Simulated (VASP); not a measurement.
# Ga2O3 (Ga2O3 (R-3c)) in VASP: further runs, part 2 of 2

VASP 6.6.1. Earlier steps stand in the parts before.

## (3) Single point, PBE

This run uses another cell than the first one: it holds 80 atoms, not 10.

Contents of INCAR:

```
SYSTEM = Ga2O3
  PREC = Accurate
  ENCUT = 520
  EDIFF = 1E-6
  ISMEAR = -1
  SIGMA = 0.01
  LREAL = Auto
  LASPH = .TRUE.
  NELM = 100
  ALGO = Normal
  ISIF = 2
  LWAVE = .FALSE.
  LCHARG = .TRUE.
  GGA = PE
  LELF = .TRUE.
  LVHAR = .TRUE.
  NBANDS = 398
```

Contents of KPOINTS:

```
regular mesh
0
G
  1 1 1
  0 0 0
```

Contents of POSCAR:

```
Ga2O3
1.0
    5.0579508901      2.9202093417      9.0826160107
   -5.0579508901      2.9202093417      9.0826160107
    0.0000000000     -5.8404185821      9.0826160433
Ga O
32 48
Direct
    0.4279113626      0.4282056360      0.4286363886
    0.3220907136      0.3224405007      0.3228526690
    0.0720891162      0.0724247448      0.0728461311
    0.1778911206      0.1782044726      0.1786322342
    0.4278721473      0.4282186380      0.9286385628
    0.3220969540      0.3224230174      0.8228425293
    0.0721035204      0.0724262454      0.5728530554
    0.1778839628      0.1782259655      0.6786428802
    0.4278870225      0.9282267824      0.4286236484
    0.3220870217      0.8224203704      0.3228656320
    0.0720885321      0.5724178470      0.0728645994
    0.1778960276      0.6782177374      0.1786231192
    0.4278818149      0.9282027496      0.9286500271
    0.3221075478      0.8224244663      0.8228329336
    0.0721091505      0.5724317235      0.5728255860
    0.1778693857      0.6782084310      0.6786539749
    0.9278788730      0.4282071425      0.4286557876
    0.8221142798      0.3224273494      0.3228385892
    0.5721051394      0.0724392842      0.0728386818
    0.6778839448      0.1782177013      0.1786508109
    0.9278953272      0.4282287451      0.9286228126
    0.8220825555      0.3224298003      0.8228651282
    0.5720932650      0.0724121927      0.5728608463
    0.6778845354      0.1782168204      0.6786255997
    0.9278761039      0.9282133682      0.4286314945
    0.8220999504      0.8224194325      0.3228368844
    0.5721119486      0.5724266401      0.0728422965
    0.6778806635      0.6782267880      0.1786400357
    0.9278925434      0.9282171868      0.9286364933
    0.8220931594      0.8224380688      0.8228552400
    0.5720815789      0.5724366188      0.5728461267
    0.6778980040      0.6782023867      0.6786265452
    0.3749931716      0.2234403179      0.0276192826
    0.2231087824      0.0272017671      0.3757452318
    0.0268741910      0.3753065833      0.2238714610
    0.1249877066      0.2772064550      0.4738742894
    0.4731110851      0.1253356768      0.2776250608
    0.2768696935      0.4734394115      0.1257461930
    0.3749927195      0.2234456622      0.5276266694
    0.2231162413      0.0272007478      0.8757408379
    0.0268699494      0.3753355397      0.7238620444
    0.1249958917      0.2771957594      0.9738620934
    0.4731075282      0.1253127660      0.7776228876
    0.2768695989      0.4734387916      0.6257385165
    0.3750039405      0.7234393736      0.0276175411
    0.2231267727      0.5272053317      0.3757243333
    0.0268715516      0.8753190327      0.2238518051
    0.1249763787      0.7772020497      0.4738653762
    0.4731191737      0.6253233802      0.2776251104
    0.2768698937      0.9734324570      0.1257546123
    0.3749715260      0.7234413801      0.5276270014
    0.2231047317      0.5271952966      0.8757541318
    0.0268687644      0.8753233225      0.7238743408
    0.1249987968      0.7772024690      0.9738629961
    0.4731058059      0.6253151610      0.7776217098
    0.2768760386      0.9734456173      0.6257317424
    0.8749868579      0.2234496964      0.0276234938
    0.7231083650      0.0271945311      0.3757521311
    0.5268874639      0.3753255493      0.2238649674
    0.6250077090      0.2771922914      0.4738654602
    0.9731099876      0.1253171562      0.2776188943
    0.7768840845      0.4734536364      0.1257325286
    0.8749958895      0.2234374629      0.5276296703
    0.7231122139      0.0272130424      0.8757367301
    0.5268629495      0.3753242115      0.7238511947
    0.6249806663      0.2772083452      0.9738666748
    0.9731149793      0.1253261006      0.7776304195
    0.7768579173      0.4734405534      0.6257538078
    0.8749885156      0.7234515548      0.0276249735
    0.7231128977      0.5272080287      0.3757421093
    0.5268713526      0.8753332085      0.2238663113
    0.6249872796      0.7771971166      0.4738583264
    0.9731139434      0.6253069499      0.2776256627
    0.7768703094      0.9734447287      0.1257426117
    0.8749967411      0.7234328417      0.5276081316
    0.7231158575      0.5272059676      0.8757386916
    0.5268783448      0.8753051598      0.7238576615
    0.6249919043      0.7772098378      0.9738658985
    0.9731096978      0.6253336886      0.7776239892
    0.7768691001      0.9734324699      0.6257466021
```

Potentials or basis: VASP PAW PBE potentials, release 64 (Ga_d, O).

Command:

```bash
cat potpaw_PBE.64/Ga_d/POTCAR potpaw_PBE.64/O/POTCAR > POTCAR
mpirun -np 1 vasp_gam > vasp.out
```

OUTCAR:

```text
SYSTEM = Ga2O3
   PREC = Accurate
   ENCUT = 520
   EDIFF = 1E-6
   ISMEAR = -1
   LREAL = Auto
   LASPH = .TRUE.
   NELM = 100
   ISIF = 2
   GGA = PE

 ion  position               nearest neighbor table
   1  0.428  0.428  0.429-  60 1.95  49 1.95  44 1.95  59 2.11  39 2.11  46 2.11   2 2.88
   2  0.322  0.322  0.323-  38 1.95  37 1.95  36 1.95  46 2.11  39 2.11  59 2.11   1 2.88
   3  0.072  0.072  0.073-  47 1.95  57 1.95  40 1.95  61 2.11  42 2.11  50 2.11   4 2.88
   4  0.178  0.178  0.179-  33 1.95  34 1.95  35 1.95  50 2.11  42 2.11  61 2.11   3 2.88
   5  0.428  0.428  0.929-  55 1.95  38 1.95  66 1.95  52 2.11  33 2.11  65 2.11   6 2.88
   6  0.322  0.322  0.823-  42 1.95  44 1.95  43 1.95  65 2.11  33 2.11  52 2.11   5 2.88
[... 72 lines left out ...]
  79  0.973  0.625  0.778-  21 1.95  30 1.95  16 2.11  15 2.11
  80  0.777  0.973  0.626-  30 1.95  25 1.95  23 2.11  24 2.11

  LATTYP: Found a trigonal (rhomboedric) cell.
 ALAT       =    10.7983518837
 COS(alpha) =     0.5612023824

  Lattice vectors:

 A1 = (   5.0579508901,   2.9202093417,   9.0826160107)
 A2 = (  -5.0579508901,   2.9202093417,   9.0826160107)
 A3 = (   0.0000000000,  -5.8404185821,   9.0826160433)

Analysis of symmetry for initial positions (statically):
=====================================================================
 Subroutine PRICEL returns:
 Original cell was already a primitive cell.

 Routine SETGRP: Setting up the symmetry group for a
 trigonal (rhombohedral) supercell.

 Subroutine GETGRP returns: Found  1 space group operations
 (whereof  1 operations were pure point group operations)
 out of a pool of 12 trial point group operations.

The static configuration has the point symmetry C_1 .

Analysis of symmetry for dynamics (positions and initial velocities):
=====================================================================
 Subroutine PRICEL returns:
 Original cell was already a primitive cell.
[... 263 lines left out ...]
  Thomas-Fermi vector in A             =   2.668056
   LORBIT       =      0    0 simple, 1 ext, 2 COOP (PROOUT), +10 PAW based schemes
   GGA     = PE    functional components
   LHFCALC =     F    Hartree Fock is set to
   AEXX    =    0.0000 exact exchange contribution
   IVDW    =     0    specifies the selected vdW correction
   LEPSILON=     F    determine dielectric tensor
   LRPA    =     F    only Hartree local field effects (RPA)
 non-spin polarized calculation
  energy-cutoff  :      520.00
  volume of cell :      804.92
 maximum number of plane-waves:     10826
   NGX = 41   NGY = 41   NGZ = 41

 number of electron     704.0000131 magnetization

 Free energy of the ion-electron system (eV)
  ---------------------------------------------------
  ext. energy  EPLUGINS =         0.00000000
  ---------------------------------------------------
  free energy    TOTEN  =      -474.22049526 eV

  energy without entropy =     -474.22049526  energy(sigma->0) =     -474.22049526

 E-fermi :   4.3092     XC(G=0): -11.9587

 val. band max:        3.9731239636   @ k =   0.0000   0.0000   0.0000
 cond. band min:       6.4993312145   @ k =   0.0000   0.0000   0.0000
 fundamental gap:      2.5262072509
 Fermi energy:         4.3092104316

 k-point     1 :       0.0000    0.0000    0.0000
  band No.  band energies     occupation
      1     -14.5642      2.00000
      2     -13.7337      2.00000
      3     -13.7336      2.00000
      4     -13.7136      2.00000
      5     -13.7136      2.00000
      6     -13.7136      2.00000
[... 356 lines left out ...]
    363      10.2306      0.00000
    364      10.2306      0.00000
 [bands above 364 left out]

------------------------ aborting loop because EDIFF is reached ----------------------------------------

  FORCE on cell =-STRESS in cart. coord.  units (eV):
  Direction    XX          YY          ZZ          XY          YZ          ZX
  --------------------------------------------------------------------------------------
  -------------------------------------------------------------------------------------
  Total        3.2367005      3.2505211      0.2645390      0.0066399     -0.0194013     -0.0128023
  in kB        6.4426169      6.4701265      0.5265620      0.0132167     -0.0386180     -0.0254829
  external PRESSURE =       4.4797685 kB  Pullay stress =       0.0000000 kB

 VOLUME and BASIS-vectors are now :
 -----------------------------------------------------------------------------
  energy-cutoff  :      520.00
  volume of cell :      804.92
      direct lattice vectors                 reciprocal lattice vectors
     5.057950890  2.920209342  9.082616011     0.098854262  0.057073535  0.036700146
    -5.057950890  2.920209342  9.082616011    -0.098854262  0.057073535  0.036700146
     0.000000000 -5.840418582  9.082616043     0.000000000 -0.114147069  0.036700146

 POSITION                                       TOTAL-FORCE (eV/Angst)
 -----------------------------------------------------------------------------------
     -0.00149     -0.00338     11.66892        -0.000141      0.000853      0.010447
     -0.00177     -0.00343      8.78638         0.000405     -0.000479     -0.008041
     -0.00170     -0.00344      1.97420         0.000155      0.000447     -0.006863
     -0.00158     -0.00341      4.85673         0.000156      0.000124      0.010551
     -0.00175     -2.92367     16.21001         0.000116      0.000804      0.009750
     -0.00165     -2.92361     13.32749         0.000472     -0.000212     -0.007409
[... 72 lines left out ...]
      1.75903      0.12614     21.58091         0.000616      0.000874      0.000580
     -0.99421      1.45662     21.58073        -0.000366      0.000413     -0.000881
 -----------------------------------------------------------------------------------
    total drift:                                0.016618      0.025834      0.055043

  FREE ENERGIE OF THE ION-ELECTRON SYSTEM (eV)
  ---------------------------------------------------
  free  energy   TOTEN  =      -474.2204952623 eV

  energy  without entropy=     -474.2204952623  energy(sigma->0) =     -474.22049526
```

It took 15 min on 1 thread of AMD EPYC 7R13 (Zen 3), shared host; peak memory 0.96 GiB.

Results:

* Free energy: -474.2205 eV
* Pressure: 0.4 GPa
* Largest force: 0.011 eV/Å
* Band gap on the k mesh: 2.53 eV

Forces in eV/Å, atoms in the order of the input:
```
Ga   0.000  0.001  0.010
Ga   0.000  0.000 -0.008
Ga   0.000  0.000 -0.007
Ga   0.000  0.000  0.011
Ga   0.000  0.001  0.010
Ga   0.000  0.000 -0.007
Ga   0.000  0.000 -0.008
Ga   0.000  0.000  0.010
Ga   0.000  0.001  0.010
Ga  -0.001 -0.001 -0.008
Ga   0.000  0.001 -0.008
Ga   0.000  0.000  0.010
Ga   0.000  0.001  0.011
Ga   0.000  0.000 -0.008
Ga   0.000  0.000 -0.008
Ga   0.000  0.001  0.010
Ga   0.000  0.001  0.011
Ga  -0.001  0.000 -0.008
Ga   0.000 -0.001 -0.008
Ga   0.000  0.000  0.009
Ga   0.001  0.000  0.011
Ga   0.000  0.000 -0.009
Ga   0.000  0.000 -0.008
Ga   0.000  0.000  0.011
Ga  -0.001  0.000  0.011
Ga   0.000 -0.001 -0.008
Ga   0.000  0.000 -0.007
Ga   0.000  0.000  0.010
Ga   0.001  0.001  0.011
Ga   0.000  0.000 -0.008
Ga   0.001  0.000 -0.008
Ga  -0.001  0.000  0.010
O   -0.001  0.001 -0.001
O    0.001  0.001 -0.001
O    0.000 -0.001 -0.002
O    0.000 -0.001 -0.001
O    0.001  0.001  0.001
O   -0.001  0.000 -0.001
O   -0.001  0.001 -0.001
O    0.001  0.000 -0.001
O    0.000 -0.001 -0.002
O    0.000 -0.001 -0.001
O    0.001  0.001  0.001
O    0.000  0.000 -0.001
O   -0.002  0.001 -0.001
O    0.001  0.000 -0.001
O    0.000 -0.002 -0.002
O    0.000 -0.001 -0.001
O    0.001  0.000  0.000
O    0.000  0.001 -0.001
O   -0.001  0.001  0.000
O    0.001  0.001 -0.001
O    0.000 -0.001 -0.002
O    0.000 -0.002 -0.001
O    0.000  0.001  0.001
O   -0.001  0.000  0.000
O   -0.002  0.001 -0.001
O    0.001  0.001 -0.001
O    0.000 -0.002 -0.002
O    0.000 -0.001 -0.002
O    0.001  0.000  0.001
O    0.000  0.000 -0.001
O   -0.002  0.001 -0.001
O    0.001  0.001 -0.001
O    0.001 -0.002 -0.001
O    0.000 -0.001 -0.001
O    0.000  0.001  0.001
O    0.000  0.000  0.000
O   -0.001  0.001 -0.001
O    0.001  0.000 -0.001
O    0.000 -0.001 -0.002
O    0.000 -0.001 -0.001
O    0.000  0.001  0.001
O   -0.001  0.001 -0.001
O   -0.002  0.001  0.000
O    0.001  0.001 -0.001
O    0.000 -0.002 -0.002
O    0.000 -0.002 -0.001
O    0.001  0.001  0.001
O    0.000  0.000 -0.001
```

Levels at points of the mesh, in eV from the valence-band top:
| k point | band 350 | band 351 | band 352 | band 353 | band 354 | band 355 |
| --- | --- | --- | --- | --- | --- | --- |
| (0.00, 0.00, 0.00) | 0.00 | 0.00 | 0.00 | 2.53 | 5.61 | 5.61 |

Caveat: the k points lie up to 0.75 Å⁻¹ apart.
